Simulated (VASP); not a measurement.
Write the native input for VASP 6.6.1 that does the following.

```yaml
Task: single point
Functional: r2SCAN
Potentials_or_basis: VASP PAW PBE potentials, release 64 (Nb_sv)
Cutoff: 520 eV
k_mesh: 19 × 19 × 19
Occupations: fermi-dirac, width 0.05 eV
Spin: collinear spin, ferromagnetic start
Starting_moments: "[1.0] μB"
Dipole_correction: no
Further_INCAR_settings: ALGO = Normal; EDIFF = 1e-06; NBANDS = 16
```

Nb:

```xyz
1
Lattice="2.7085 0.0000 0.0000 0.0000 2.7085 0.0000 0.0000 0.0000 2.7085" Properties=species:S:1:pos:R:3 pbc="T T T"
Nb    0.0000    0.0000    0.0000
```

One way to write it, as run:

POSCAR

```
Nb
1.0
    2.7084770350      0.0000000000      0.0000000000
    0.0000000000      2.7084770350      0.0000000000
    0.0000000000      0.0000000000      2.7084770350
Nb
1
Direct
    0.0000000000      0.0000000000      0.0000000000
```

INCAR.step1

```
SYSTEM = Nb
PREC     = Accurate       ! precision mode
ENCUT    = 520            ! plane-wave cutoff, eV
ISMEAR   = -1             ! smearing method
SIGMA    = 0.05           ! smearing width, eV
LREAL    = .FALSE.        ! projectors in reciprocal space
LASPH    = .TRUE.         ! aspherical terms in the spheres
NELM     = 150            ! most SCF steps
ISPIN    = 2              ! spin polarisation
MAGMOM   = 1              ! initial moments
LMAXMIX  = 4              ! l up to which the mixer works
NBANDS   = 16             ! bands
GGA      = PE             ! functional
ALGO     = Normal         ! electronic algorithm
EDIFF    = 1E-4           ! SCF threshold, eV
LWAVE    = .TRUE.         ! write WAVECAR
LCHARG   = .FALSE.        ! write CHGCAR
```

INCAR.step2

```
SYSTEM = Nb
PREC     = Accurate       ! precision mode
ENCUT    = 520            ! plane-wave cutoff, eV
EDIFF    = 1E-6           ! SCF threshold, eV
ISMEAR   = -1             ! smearing method
SIGMA    = 0.05           ! smearing width, eV
LREAL    = .FALSE.        ! projectors in reciprocal space
LASPH    = .TRUE.         ! aspherical terms in the spheres
NELM     = 150            ! most SCF steps
ALGO     = Normal         ! electronic algorithm
ISIF     = 2              ! what is computed and relaxed
LWAVE    = .FALSE.        ! write WAVECAR
LCHARG   = .FALSE.        ! write CHGCAR
ISPIN    = 2              ! spin polarisation
MAGMOM   = 1              ! initial moments
LORBIT   = 11             ! projections on sites
LMAXMIX  = 4              ! l up to which the mixer works
METAGGA  = R2SCAN         ! meta-GGA
LMIXTAU  = .TRUE.       
NBANDS   = 16             ! bands
ISTART   = 1
```

KPOINTS

```
regular mesh
0
G
  19 19 19
  0 0 0
```

Potentials or basis: VASP PAW PBE potentials, release 64 (Nb_sv).

The run is started by

```sh
$ cat potpaw_PBE.64/Nb_sv/POTCAR > POTCAR
$ cp INCAR.step1 INCAR
$ mpirun -np 1 vasp_std > vasp.out
$ cp INCAR.step2 INCAR
$ mpirun -np 1 vasp_std > vasp.out
```

It gave:

```json
{
  "Pressure": "-0.2 GPa",
  "Net moment": "0.00 μB per cell",
  "Valence electrons inside the program's atomic spheres": "Nb 10.81"
}
```

Caveat: the PAW data sets were made with another functional, which shifts forces and pressure a little.

It took 2.1 min on 1 thread of Intel(R) Xeon(R) 6975P-C (Granite Rapids), with other jobs on the host, peak memory 0.21 GiB.
